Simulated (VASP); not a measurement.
# Ru5F in VASP: a series of runs

The runs below take Ru5F through single point, with PBE.

All numbers are computed with VASP 6.6.1; they aren't measurements. Logs are shortened: lines on timing, memory, paths and dates and some standing lists are left out, and cuts for length are marked.

## (1) The cell of the first run

The cell holds a slab with vacuum, 6 atoms: a = 2.720 Å, b = 2.720 Å, c = 24.036 Å, α = 90.00°, β = 90.00°, γ = 120.00°.

## (2) Single point, PBE

INCAR reads:

```
ALGO     = Normal         # electronic algorithm
DIPOL    = 0.5 0.5 0.386
EDIFF    = 1E-7           # SCF threshold, eV
ENCUT    = 520            # plane-wave cutoff, eV
GGA      = PE             # functional
IDIPOL   = 3            
ISIF     = 2              # what is computed and relaxed
ISMEAR   = 0              # smearing method
LASPH    = T              # aspherical terms in the spheres
LCHARG   = T              # write CHGCAR
LDIPOL   = T            
LELF     = T              # ELF
LREAL    = F              # projectors in reciprocal space
LVACPOTAV= T            
LVHAR    = T            
LWAVE    = F              # write WAVECAR
NBANDS   = 48             # bands
NELM     = 100            # most SCF steps
PREC     = Accurate       # precision mode
SIGMA    = 0.1            # smearing width, eV
```

KPOINTS reads:

```
k-points
0
Gamma
  12 12 1
```

POSCAR reads:

```
Ru5F
1.0
    2.7197977465      0.0000000000      0.0000000000
   -1.3598988732      2.3554139416      0.0000000000
    0.0000000000      0.0000000000     24.0359895925
Ru F
5 1
Direct
    0.6666666667      0.3333333333      0.1664171132
    0.3333333333      0.6666666667      0.2557968275
    0.6666666667      0.3333333333      0.3452060919
    0.3333333333      0.6666666667      0.4352311869
    0.6666666667      0.3333333333      0.5215507997
    0.6666666667      0.6666666667      0.5928884543
```

Potentials or basis: VASP PAW PBE potentials, release 64 (Ru_pv, F).

Started as:

```
$ cat potpaw_PBE.64/Ru_pv/POTCAR potpaw_PBE.64/F/POTCAR > POTCAR
$ mpirun -np 1 vasp_std > vasp.out
```

OUTCAR:

```text
EDIFF = 1E-7
   ENCUT = 520
   GGA = PE
   ISIF = 2
   ISMEAR = 0
   LASPH = T
   LREAL = F
   NELM = 100
   PREC = Accurate

 ion  position               nearest neighbor table
   1  0.667  0.333  0.166-   2 2.66   2 2.66   2 2.66
   2  0.333  0.667  0.256-   1 2.66   1 2.66   1 2.66   3 2.66   3 2.66   3 2.66
   3  0.667  0.333  0.345-   2 2.66   2 2.66   2 2.66   4 2.67   4 2.67   4 2.67
   4  0.333  0.667  0.435-   5 2.60   5 2.60   5 2.60   3 2.67   3 2.67   3 2.67
   5  0.667  0.333  0.522-   6 1.94   6 2.50   4 2.60   4 2.60   4 2.60
   6  0.667  0.667  0.593-   5 1.94   5 2.50

  LATTYP: Found a hexagonal cell.
 ALAT       =     2.7197977465
 C/A-ratio  =     8.8374180115

  Lattice vectors:

 A1 = (   2.7197977465,   0.0000000000,   0.0000000000)
 A2 = (  -1.3598988732,   2.3554139416,   0.0000000000)
 A3 = (   0.0000000000,   0.0000000000,  24.0359895925)

Analysis of symmetry for initial positions (statically):
=====================================================================
 Subroutine PRICEL returns:
 Original cell was already a primitive cell.

 Routine SETGRP: Setting up the symmetry group for a
 hexagonal supercell.

 Subroutine GETGRP returns: Found  1 space group operations
 (whereof  1 operations were pure point group operations)
 out of a pool of 24 trial point group operations.

The static configuration has the point symmetry C_1 .

Analysis of symmetry for dynamics (positions and initial velocities):
=====================================================================
 Subroutine PRICEL returns:
 Original cell was already a primitive cell.

 Routine SETGRP: Setting up the symmetry group for a
 hexagonal supercell.

 Subroutine GETGRP returns: Found  1 space group operations
 (whereof  1 operations were pure point group operations)
 out of a pool of 24 trial point group operations.

The dynamic configuration has the point symmetry C_1 .

 Subroutine INISYM returns: Found  1 space group operations
 (whereof  1 operations are pure point group operations),
 and found     1 'primitive' translations

----------------------------------------------------------------------------------------

                                     Primitive cell

  volume of cell :     153.9805

  direct lattice vectors                    reciprocal lattice vectors
[... 95 lines left out ...]
   EDIFF  = 0.1E-06   stopping-criterion for ELM
   LREAL  =      F    real-space projection
   EDIFFG = 0.1E-05   stopping-criterion for IOM
   NSW    =      0    number of steps for IOM
   IBRION =     -1    ionic relax: 0-MD 1-quasi-New 2-CG
   NFREE  =      0    steps in history (QN), initial steepest desc. (CG)
   ISIF   =      2    stress and relaxation
   ISYM   =      2    0-nonsym 1-usesym 2-fastsym
   POTIM  = 0.5000    time-step for ionic-motion
   TEBEG  =    0.0;   TEEND  =   0.0 temperature during run
   PSTRESS=    0.0 pullay stress
   NELECT =      77.0000    total number of electrons
   NUPDOWN=      -1.0000    fix difference up-down
   EMIN   =  10.00;   EMAX   =-10.00  energy-range for DOS
   EFERMI =   0.00;   METHOD = LEGACY
   ISMEAR =     0;   SIGMA  =   0.10  broadening in eV -4-tet -1-fermi 0-gaus
   EFERMI_NEDOS =   21; number of points for ismear=-14 and -15
   IALGO  =     38    algorithm
   IMIX   =      4    mixing-type and parameters
     AMIX     =   0.40;   BMIX     =  1.00
     AMIX_MAG =   1.60;   BMIX_MAG =  1.00
  volume/ion in A,a.u.               =      25.66       173.19
  Fermi-wavevector in a.u.,A,eV,Ry     =   1.299421  2.455549 22.973358  1.688494
  Thomas-Fermi vector in A             =   2.430686
   LORBIT       =      0    0 simple, 1 ext, 2 COOP (PROOUT), +10 PAW based schemes
   GGA     = PE    functional components
   LHFCALC =     F    Hartree Fock is set to
   AEXX    =    0.0000 exact exchange contribution
   IVDW    =     0    specifies the selected vdW correction
   LEPSILON=     F    determine dielectric tensor
   LRPA    =     F    only Hartree local field effects (RPA)
 non-spin polarized calculation
 Gauss-broadening in eV      SIGMA  =   0.10
  energy-cutoff  :      520.00
  volume of cell :      153.98
 maximum number of plane-waves:      4185
   NGX = 11   NGY = 11   NGZ = 89

 dipolmoment           0.000000      0.000000     -0.000238 electrons x Angstroem

 number of electron      77.0000021 magnetization

 dipolmoment           0.000000      0.000000      0.117277 electrons x Angstroem

 Free energy of the ion-electron system (eV)
  ---------------------------------------------------
  ext. energy  EPLUGINS =         0.00000000
  ---------------------------------------------------
  free energy    TOTEN  =       -48.14967308 eV

  energy without entropy =      -48.11791977  energy(sigma->0) =      -48.13379642

 E-fermi :   2.3141     XC(G=0):  -7.5405

 val. band max:        2.3013540366   @ k =   0.2500   0.2500   0.0000
 cond. band min:       2.3158050156   @ k =  -0.0833   0.1667   0.0000
 fundamental gap:      0.0144509790
 Fermi energy:         2.3141171855

 k-point     1 :       0.0000    0.0000    0.0000
  band No.  band energies     occupation
      1     -41.4243      2.00000
      2     -41.1789      2.00000
      3     -40.8317      2.00000
      4     -40.5998      2.00000
      5     -40.5133      2.00000
      6     -40.4952      2.00000
[... 1213 lines left out ...]
     47       3.9309      0.00000
     48       5.5132      0.00000

 [... further k-points ...]
[... 5 lines left out ...]
  --------------------------------------------------------------------------------------
  -------------------------------------------------------------------------------------
  Total       -0.9798477     -1.4080106     -1.5539462      0.5211707      1.3176900     -0.2923797
  in kB      -10.1953769    -14.6504391    -16.1689089      5.4228140     13.7106482     -3.0422296
  external PRESSURE =     -13.6715749 kB  Pullay stress =       0.0000000 kB

 VOLUME and BASIS-vectors are now :
 -----------------------------------------------------------------------------
  energy-cutoff  :      520.00
  volume of cell :      153.98
      direct lattice vectors                 reciprocal lattice vectors
     2.719797746  0.000000000  0.000000000     0.367674398  0.212276913  0.000000000
    -1.359898873  2.355413942  0.000000000     0.000000000  0.424553826  0.000000000
     0.000000000  0.000000000 24.035989592     0.000000000  0.000000000  0.041604278

 POSITION                                       TOTAL-FORCE (eV/Angst)
 -----------------------------------------------------------------------------------
      1.35990      0.78514      4.00000         0.004037     -0.007105      0.830537
     -0.00000      1.57028      6.14833         0.008448     -0.014652     -0.866802
      1.35990      0.78514      8.29737        -0.066218      0.015314     -0.041967
     -0.00000      1.57028     10.46121         0.126543     -0.365363      0.118918
      1.35990      0.78514     12.53599         0.056211      0.097379     -0.138567
      0.90660      1.57028     14.25066        -0.129021      0.274427      0.097881
 -----------------------------------------------------------------------------------
    total drift:                                0.000056      0.000028      0.000557

  FREE ENERGIE OF THE ION-ELECTRON SYSTEM (eV)
  ---------------------------------------------------
  free  energy   TOTEN  =       -48.1496730756 eV

  energy  without entropy=      -48.1179197722  energy(sigma->0) =      -48.13379642

 vacuum level on the upper side and lower side of the slab        10.684         7.371
```

OSZICAR:

```text
N       E                     dE             d eps       ncg     rms          rms(c)
DAV:   1     0.880499104717E+03    0.88050E+03   -0.47945E+04  8304   0.158E+03
DAV:   2    -0.193799677432E+02   -0.89988E+03   -0.86456E+03  7888   0.484E+02
DAV:   3    -0.519783206440E+02   -0.32598E+02   -0.31660E+02  8264   0.926E+01
[... 49 lines left out ...]
DAV:  53    -0.481496702022E+02   -0.20502E-05   -0.24179E-06  7072   0.732E-03    0.711E-03
DAV:  54    -0.481496721230E+02   -0.19208E-05   -0.15297E-06  6680   0.597E-03    0.437E-03
DAV:  55    -0.481496726520E+02   -0.52905E-06   -0.19110E-07  5792   0.240E-03    0.230E-03
DAV:  56    -0.481496729780E+02   -0.32595E-06   -0.32149E-07  6768   0.252E-03    0.875E-04
DAV:  57    -0.481496730756E+02   -0.97643E-07   -0.53447E-08  4584   0.105E-03
   1 F= -.48149673E+02 E0= -.48133796E+02  d E =-.317533E-01
```

stdout:

```text
POSCAR found type information on POSCAR RuF
 POSCAR found :  2 types and       6 ions
 scaLAPACK will be used
 LDA part: xc-table for (Slater+PW92), standard interpolation
 POSCAR, INCAR and KPOINTS ok, starting setup
 FFT: planning ... GRIDC
 FFT: planning ... GRID_SOFT
 FFT: planning ... GRID
 WAVECAR not read
 entering main loop
 -----------------------------------------------------------------------------
|                                                                             |
|           W    W    AA    RRRRR   N    N  II  N    N   GGGG   !!!           |
|           W    W   A  A   R    R  NN   N  II  NN   N  G    G  !!!           |
|           W    W  A    A  R    R  N N  N  II  N N  N  G       !!!           |
|           W WW W  AAAAAA  RRRRR   N  N N  II  N  N N  G  GGG   !            |
|           WW  WW  A    A  R   R   N   NN  II  N   NN  G    G                |
|           W    W  A    A  R    R  N    N  II  N    N   GGGG   !!!           |
|                                                                             |
|     Did not find any points to average over, which means that no vacuum     |
|     field-free region was found. Please increase the size of  your cell     |
|     in the dimension of the dipole correction to obtain accurate            |
|     workfunction values.                                                    |
|                                                                             |
 -----------------------------------------------------------------------------
```

Run time: 31 min. Hardware: 1 thread of Intel Xeon 8259CL, shared host; peak memory 0.54 GiB.

Results:

- Free energy: -48.1497 eV
- Largest force: 0.867 eV/Å
- Band gap on the k mesh: zero (an odd number of electrons rules out a gap without spin polarisation)

Forces on the atoms (eV/Å):
```
Ru   0.004 -0.007  0.831
Ru   0.008 -0.015 -0.867
Ru  -0.066  0.015 -0.042
Ru   0.127 -0.365  0.119
Ru   0.056  0.097 -0.139
F   -0.129  0.274  0.098
```

Levels at points of the mesh, in eV from the Fermi level:
```csv
k point,band 35,band 36,band 37,band 38,band 39,band 40,band 41,band 42
"(0.00, 0.00, 0.00)",-1.91,-1.86,-1.72,-1.04,-1.00,-0.69,-0.25,-0.17
"(0.50, 0.00, 0.00)",-0.44,0.50,1.01,1.19,1.34,1.39,1.53,1.62
"(0.00, 0.50, 0.00)",-0.41,0.49,1.10,1.21,1.36,1.41,1.53,1.58
"(0.50, 0.50, 0.00)",-0.29,0.50,0.96,1.29,1.34,1.38,1.52,1.63
```

## (3) Single point, PBE

INCAR reads:

```
SYSTEM = Ru5F
PREC     = Accurate       ! precision mode
ENCUT    = 520            ! plane-wave cutoff, eV
EDIFF    = 1E-7           ! SCF threshold, eV
ISMEAR   = 0              ! smearing method
SIGMA    = 0.1            ! smearing width, eV
LREAL    = .False.        ! projectors in reciprocal space
LASPH    = .True.         ! aspherical terms in the spheres
NELM     = 60             ! most SCF steps
ALGO     = Normal         ! electronic algorithm
ISIF     = 2              ! what is computed and relaxed
LWAVE    = .False.        ! write WAVECAR
LCHARG   = .False.        ! write CHGCAR
LDIPOL   = .True.       
IDIPOL   = 3            
DIPOL    = 0.5 0.5 0.387
GGA      = PE             ! functional
NBANDS   = 48             ! bands
```

KPOINTS reads:

```
regular mesh
0
Gamma
  12 12 1
  0 0 0
```

Edit POSCAR of step 2 so:

```diff
@@ -13,2 +13,2 @@
     0.6666666667      0.3333333333      0.5215507997
-    0.6666666667      0.6666666667      0.5928884543
+    0.6666666667      0.5000000000      0.5975590220
```

Potentials or basis: VASP PAW PBE potentials, release 64 (Ru_pv, F).

Started as:

```
$ cat potpaw_PBE.64/Ru_pv/POTCAR potpaw_PBE.64/F/POTCAR > POTCAR
$ mpirun -np 1 vasp_std > vasp.out
```

It took 25 min on 1 thread of Intel Xeon 8259CL, shared host; peak memory 0.53 GiB.

The run converged. Its results:

```
Free energy            : -48.2420 eV
Largest force          : 0.941 eV/Å
Band gap on the k mesh : zero (an odd number of electrons rules out a gap without spin polarisation)
```

Forces in eV/Å, atoms in the order of the input:
```
Ru   0.001 -0.005  0.834
Ru   0.013 -0.011 -0.941
Ru  -0.027  0.031  0.109
Ru   0.169 -0.300  0.032
Ru  -0.394  0.708 -0.151
F    0.238 -0.423  0.117
```

Levels at points of the mesh, in eV from the Fermi level:
```
           k point  band 35  band 36  band 37  band 38  band 39  band 40  band 41  band 42
(0.00, 0.00, 0.00)    -1.90    -1.83    -1.52    -1.00    -0.93    -0.36    -0.20    -0.15
(0.50, 0.00, 0.00)    -0.31     0.56     1.06     1.31     1.38     1.47     1.58     1.64
(0.00, 0.50, 0.00)    -0.34     0.60     1.16     1.33     1.38     1.45     1.56     1.63
(0.50, 0.50, 0.00)    -0.21     0.60     0.99     1.37     1.38     1.50     1.57     1.65
```
